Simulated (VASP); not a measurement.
# Be2ZnSe3 (P6_3/mmc) in VASP: further runs, part 2 of 2

VASP 6.6.1.

## 4. Relaxation of cell and atoms, PBE

INCAR reads:

```
PREC = Accurate ; ENCUT = 600
EDIFF = 1E-7 ; ISMEAR = 0
SIGMA = 0.1 ; LREAL = F
LASPH = T ; NELM = 100
ALGO = Normal ; ISIF = 3
LWAVE = F ; LCHARG = F
GGA = PE ; IBRION = 2
NSW = 90 ; EDIFFG = -0.04
```

KPOINTS reads:

```
regular mesh
0
Gamma
  6 6 1
```

POSCAR reads:

```
Be2ZnSe3
1.0
    3.3183405300      0.0000000000      0.0000000000
   -1.6591702600      2.8737672000      0.0000000000
    0.0000000000      0.0000000000     19.7458110900
Be Zn Se
4 2 6
Direct
    0.3333333300      0.6666666700      0.9315614100
    0.6666666700      0.3333333300      0.0684385900
    0.6666666700      0.3333333300      0.4315614100
    0.3333333300      0.6666666700      0.5684385900
    0.0000000000      0.0000000000      0.2500000000
    0.0000000000      0.0000000000      0.7500000000
    0.0000000000      0.0000000000      0.0000000000
    0.3333333300      0.6666666700      0.1247978300
    0.3333333300      0.6666666700      0.3752021700
    0.0000000000      0.0000000000      0.5000000000
    0.6666666700      0.3333333300      0.6247978300
    0.6666666700      0.3333333300      0.8752021700
```

Command:

```
$ cat potpaw_PBE.64/Be/POTCAR potpaw_PBE.64/Zn/POTCAR potpaw_PBE.64/Se/POTCAR > POTCAR
$ mpirun -np 1 vasp_std > vasp.out
```

Run time: 36 min. Hardware: 1 thread of Intel Xeon 6975P-C, shared host; peak memory 0.4 GiB.

The run converged. Its results:

```
Free energy                            : -40.8790 eV
Relaxed volume                         : 16.58 Å³/atom
Relaxed cell                           : a = 3.560 Å, b = 3.560 Å, c = 18.122 Å, α = 90.00°, β = 90.00°, γ = 120.00°
Space group after relaxing (to 0.05 Å) : P6_3/mmc (No. 194)
Energy gained by relaxing              : 266.4 meV/atom
Ionic steps                            : 26
Pressure after relaxing                : 0.1 GPa
Largest force after relaxing           : 0.017 eV/Å
Band gap on the k mesh                 : zero (band 34 reaches 4.65 eV, above the bottom of band 35 at 4.29 eV)
```

Forces on the atoms (eV/Å):
```
Be   0.000  0.000  0.017
Be   0.000  0.000 -0.017
Be   0.000  0.000  0.017
Be   0.000  0.000 -0.017
Zn   0.000  0.000  0.000
Zn   0.000  0.000  0.000
Se   0.000  0.000  0.000
Se   0.000  0.000  0.005
Se   0.000  0.000 -0.005
Se   0.000  0.000  0.000
Se   0.000  0.000  0.005
Se   0.000  0.000 -0.005
```

Stress tensor (GPa, compression positive):
```
0.05 0.00 0.00
0.00 0.05 0.00
0.00 0.00 0.22
```

The path:
```
step  energy change (eV)  largest force (eV/Å)  pressure (GPa)  volume (Å³)
   1              0.0000                1.7815           12.63       188.30
   2             -1.2688                0.5936           -2.78       224.06
   3             -1.3136                0.5829           -0.91       217.59
   4             -1.4205                0.4783           -0.74       215.80
   5             -1.6411                0.3336            0.03       210.44
   6             -1.6019                0.1475            2.80       199.90
   7             -1.7210                0.2446            1.02       205.77
   8             -1.8256                0.3447            0.65       206.01
   9             -2.1668                0.3920           -0.20       206.61
  10             -2.7182                0.3696           -1.23       207.34
  11             -2.7237                0.5243           -1.22       207.42
  12             -2.7317                0.4463           -1.25       207.39
  13             -2.8164                0.5825            0.45       201.46
  14             -2.8174                0.5714            0.29       201.96
  15             -2.9050                0.4472           -0.13       201.81
  16             -3.0148                0.3447           -0.64       201.48
  17             -2.8378                1.1134           -0.14       200.80
  18             -3.0376                0.4150           -0.70       201.36
  19             -3.0387                0.6559           -0.64       201.14
  20             -3.0475                0.5104           -0.70       201.26
  21             -3.1051                0.5254           -0.15       199.78
  22             -3.1184                0.5540            0.26       198.78
  23             -3.1567                0.3908            0.01       199.29
  24             -3.1936                0.0199           -0.54       200.62
  25             -3.1938                0.0244           -0.51       200.53
  26             -3.1962                0.0173            0.10       198.94
```

Final structure:
```
Be Zn Se
1.0
     3.56028    0.00000    0.00000
    -1.78014    3.08329    0.00000
     0.00000    0.00000   18.12239
Be Zn Se
4 2 6
Direct
  0.33333 0.66667 0.92062
  0.66667 0.33333 0.07938
  0.66667 0.33333 0.42062
  0.33333 0.66667 0.57938
  0.00000 0.00000 0.25000
  0.00000 0.00000 0.75000
  0.00000 0.00000 0.00000
  0.33333 0.66667 0.15227
  0.33333 0.66667 0.34773
  0.00000 0.00000 0.50000
  0.66667 0.33333 0.65227
  0.66667 0.33333 0.84773
```

Levels at points of the mesh, in eV from the Fermi level:
```csv
k point,band 30,band 31,band 32,band 33,band 34,band 35,band 36,band 37,band 38,band 39
"(0.00, 0.00, 0.00)",-0.51,-0.40,-0.40,-0.33,-0.33,1.48,2.59,3.22,3.32,3.75
"(0.50, 0.00, 0.00)",-2.20,-1.70,-1.03,-0.89,-0.48,-0.39,0.10,1.07,2.04,2.65
```

Caveat: the k points lie up to 0.35 Å⁻¹ apart in the final cell.

## 5. Single point, PBE

This run uses another cell than the first one, of 16.52 Å³/atom, 1.053 times its volume.

INCAR reads:

```
ALGO = Normal
EDIFF = 1E-6
ENCUT = 520
GGA = PE
ISIF = 2
ISMEAR = 0
LASPH = T
LCHARG = F
LREAL = F
LWAVE = F
NBANDS = 46
NELM = 80
PREC = Accurate
SIGMA = 0.1
```

KPOINTS reads:

```
k-points
0
Gamma
  12 12 2
```

POSCAR reads:

```
Be2ZnSe3
1.0
    3.5533991913      0.0000000000      0.0000000000
   -1.7766995956      3.0773339694      0.0000000000
    0.0000000000      0.0000000000     18.1332223545
Be Zn Se
4 2 6
Direct
    0.3333333333      0.6666666667      0.9203733878
    0.6666666667      0.3333333333      0.0796266122
    0.6666666667      0.3333333333      0.4203733878
    0.3333333333      0.6666666667      0.5796266122
    0.0000000000      0.0000000000      0.2500000000
    0.0000000000      0.0000000000      0.7500000000
    0.0000000000      0.0000000000      0.0000000000
    0.3333333333      0.6666666667      0.1521635929
    0.3333333333      0.6666666667      0.3478364071
    0.0000000000      0.0000000000      0.5000000000
    0.6666666667      0.3333333333      0.6521635929
    0.6666666667      0.3333333333      0.8478364071
```

Potentials or basis: VASP PAW PBE potentials, release 64 (Be, Zn, Se).

Command:

```
$ cat potpaw_PBE.64/Be/POTCAR potpaw_PBE.64/Zn/POTCAR potpaw_PBE.64/Se/POTCAR > POTCAR
$ mpirun -np 1 vasp_std > vasp.out
```

OUTCAR:

```text
EDIFF = 1E-6
   ENCUT = 520
   GGA = PE
   ISIF = 2
   ISMEAR = 0
   LASPH = T
   LREAL = F
   NELM = 80
   PREC = Accurate

 ion  position               nearest neighbor table
   1  0.333  0.667  0.920-  12 2.44  12 2.44  12 2.44   7 2.51   7 2.51   7 2.51
   2  0.667  0.333  0.080-   8 2.44   8 2.44   8 2.44   7 2.51   7 2.51   7 2.51
   3  0.667  0.333  0.420-   9 2.44   9 2.44   9 2.44  10 2.51  10 2.51  10 2.51
   4  0.333  0.667  0.580-  11 2.44  11 2.44  11 2.44  10 2.51  10 2.51  10 2.51
   5  0.000  0.000  0.250-   8 2.71   9 2.71   8 2.71   9 2.71   8 2.71   9 2.71
[... 1411 lines left out ...]
 -----------------------------------------------------------------------------
  energy-cutoff  :      520.00
  volume of cell :      198.29
      direct lattice vectors                 reciprocal lattice vectors
     3.553399191  0.000000000  0.000000000     0.281420675  0.162478303  0.000000000
    -1.776699596  3.077333969  0.000000000     0.000000000  0.324956605  0.000000000
     0.000000000  0.000000000 18.133222354     0.000000000  0.000000000  0.055147396

 POSITION                                       TOTAL-FORCE (eV/Angst)
 -----------------------------------------------------------------------------------
     -0.00000      2.05156     16.68934         0.000000     -0.000000      0.002130
      1.77670      1.02578      1.44389         0.000000      0.000000     -0.002130
      1.77670      1.02578      7.62272         0.000000      0.000000      0.002130
     -0.00000      2.05156     10.51050         0.000000     -0.000000     -0.002130
      0.00000      0.00000      4.53331         0.000000      0.000000     -0.000000
      0.00000      0.00000     13.59992        -0.000000     -0.000000     -0.000000
      0.00000      0.00000      0.00000         0.000000      0.000000     -0.000000
     -0.00000      2.05156      2.75922         0.000000     -0.000000     -0.010161
     -0.00000      2.05156      6.30739         0.000000     -0.000000      0.010161
      0.00000      0.00000      9.06661         0.000000      0.000000     -0.000000
      1.77670      1.02578     11.82583         0.000000      0.000000     -0.010161
      1.77670      1.02578     15.37401         0.000000      0.000000      0.010161
 -----------------------------------------------------------------------------------
    total drift:                               -0.000000      0.000000      0.000000

  FREE ENERGIE OF THE ION-ELECTRON SYSTEM (eV)
  ---------------------------------------------------
  free  energy   TOTEN  =       -41.0081583248 eV

  energy  without entropy=      -40.9904012450  energy(sigma->0) =      -40.99927978
```

stdout:

```text
POSCAR found type information on POSCAR BeZnSe
 POSCAR found :  3 types and      12 ions
 scaLAPACK will be used
 LDA part: xc-table for (Slater+PW92), standard interpolation
 POSCAR, INCAR and KPOINTS ok, starting setup
 FFT: planning ... GRIDC
 FFT: planning ... GRID_SOFT
 FFT: planning ... GRID
 WAVECAR not read
 entering main loop
```

Run time: 9.2 min. Hardware: 1 thread of Intel Xeon 6975P-C, shared host; peak memory 0.51 GiB.

Results:

| Quantity | Value |
| --- | --- |
| Free energy | -41.0082 eV |
| Pressure | 0.2 GPa |
| Largest force | 0.010 eV/Å |
| Band gap on the k mesh | zero (band 34 reaches 4.65 eV, above the bottom of band 35 at 4.24 eV) |

Forces in eV/Å, atoms in the order of the input:
```
Be   0.000  0.000  0.002
Be   0.000  0.000 -0.002
Be   0.000  0.000  0.002
Be   0.000  0.000 -0.002
Zn   0.000  0.000  0.000
Zn   0.000  0.000  0.000
Se   0.000  0.000  0.000
Se   0.000  0.000 -0.010
Se   0.000  0.000  0.010
Se   0.000  0.000  0.000
Se   0.000  0.000 -0.010
Se   0.000  0.000  0.010
```

## 6. The runs side by side

| task | cell | k mesh | cutoff (eV) | gap on the mesh (eV) | pressure (GPa) | largest force (eV/Å) |
| --- | --- | --- | --- | --- | --- | --- |
| single point | a = 3.318, b = 3.318, c = 19.746 Å, angles 90.0, 90.0, 120.0°, 12 atoms | 6 × 6 × 1 | 520 | none | 12.7 | 1.78 |
| single point | a = 3.558, b = 3.558, c = 18.133 Å, angles 90.0, 90.0, 120.0°, 12 atoms | 6 × 6 × 1 | 520 | none | 0.2 | 0.01 |
| relaxation of cell and atoms | relaxed from a = 3.318, b = 3.318, c = 19.746 Å, angles 90.0, 90.0, 120.0°, 12 atoms | 6 × 6 × 1 | 600 | none | 0.1 | 0.02 |
| single point | a = 3.553, b = 3.553, c = 18.133 Å, angles 90.0, 90.0, 120.0°, 12 atoms | 12 × 12 × 2 | 520 | none | 0.2 | 0.01 |

Alike in all rows: level PBE; potentials or basis VASP PAW PBE potentials, release 64 (Be, Zn, Se); no spin polarisation; smearing gaussian 0.1 eV.

Caveats: some runs use coarse meshes; forces of over 1 eV/Å act on the atoms, so gaps and moduli don't describe the material at rest (some runs).

Total energies depend on the potentials used, so only differences within one code and one set of settings carry meaning.
